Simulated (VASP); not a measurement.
Write the native input for VASP 6.6.1 that does the following.

```yaml
Task: single point
Functional: LDA
Potentials_or_basis: VASP PAW LDA potentials, release 64 (Pt, S)
Cutoff: 500 eV
k_mesh: 12 × 12 × 6
Occupations: gaussian, width 0.01 eV
Spin: no spin polarisation
Dipole_correction: no
Further_INCAR_settings: ALGO = Normal; EDIFF = 1e-06; NBANDS = 18
```

The structure of PtS2 lies in POSCAR:

```
PtS2
1.0
    3.5526240046      0.0000000000      0.0000000000
   -1.7763120023      3.0766626381      0.0000000000
    0.0000000000      0.0000000000      5.1228330609
Pt S
1 2
Direct
    0.0000000000      0.0000000000      0.0000000000
    0.3333333333      0.6666666667      0.2392541205
    0.6666666667      0.3333333333      0.7607458795
```

The input as run:

INCAR

```
ALGO = Normal ; EDIFF = 1E-6
ENCUT = 500 ; GGA_COMPAT = False
ISIF = 2 ; ISMEAR = 0
LASPH = True ; LCHARG = False
LREAL = False ; LWAVE = False
NBANDS = 18 ; NELM = 120
PREC = Accurate ; SIGMA = 0.01
```

KPOINTS

```
k-points
0
Gamma
  12 12 6
```

Potentials or basis: VASP PAW LDA potentials, release 64 (Pt, S).

Launch:

```sh
$ cat potpaw_LDA.64/Pt/POTCAR potpaw_LDA.64/S/POTCAR > POTCAR
$ mpirun -np 1 vasp_std > vasp.out
```

Results of the run:

```
Pressure               : -4.1 GPa
Largest force          : 0.339 eV/Å
Band gap on the k mesh : 0.60 eV (least direct gap 0.88 eV)
```

Caveat: the cell stands under tension; spin-orbit coupling is left out, which moves the levels of the heavy elements.

It took 30 s on 1 thread of Intel(R) Xeon(R) 6975P-C (Granite Rapids) (shared host), peak memory 0.22 GiB.
